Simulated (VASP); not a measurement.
Input of a VASP 6.6.1 run:

POSCAR

```
Se
1.0
   -1.5094073956      1.5094073956      1.5094073956
    1.5094073956     -1.5094073956      1.5094073956
    1.5094073956      1.5094073956     -1.5094073956
Se
1
Direct
    0.0000000000      0.0000000000      0.0000000000
```

The input INCAR.step1:

```
SYSTEM = Se
ALGO = Normal
EDIFF = 1E-4
ENCUT = 520
GGA = PE
ISMEAR = 0
LASPH = .True.
LCHARG = .False.
LREAL = .False.
LWAVE = .True.
NBANDS = 9
NELM = 80
PREC = Accurate
SIGMA = 0.05
```

Contents of INCAR.step2:

```
SYSTEM = Se
ALGO = Normal
EDIFF = 1E-7
ENCUT = 520
ISIF = 2
ISMEAR = 0
ISTART = 1
LASPH = .True.
LCHARG = .True.
LELF = .True.
LMIXTAU = .True.
LREAL = .False.
LVHAR = .True.
LWAVE = .False.
METAGGA = R2SCAN
NBANDS = 9
NELM = 80
PREC = Accurate
SIGMA = 0.05
```

KPOINTS

```
k-points
0
Gamma
  20 20 20
  0 0 0
```

Potentials or basis: VASP PAW PBE potentials, release 64 (Se).

Launch:

```bash
$ cat potpaw_PBE.64/Se/POTCAR > POTCAR
$ cp INCAR.step1 INCAR
$ mpirun -np 1 vasp_std > vasp.out
$ cp INCAR.step2 INCAR
$ mpirun -np 1 vasp_std > vasp.out
```

Problem. Estimate the pressure.

Solution. 69.9 GPa.

Problem. Estimate the band gap on the k mesh.

Solution. Zero (bands 3 and 4 overlap by 12.38 eV).

Caveat: the cell stands under pressure; the PAW data sets were made with another functional, which shifts forces and pressure a little.
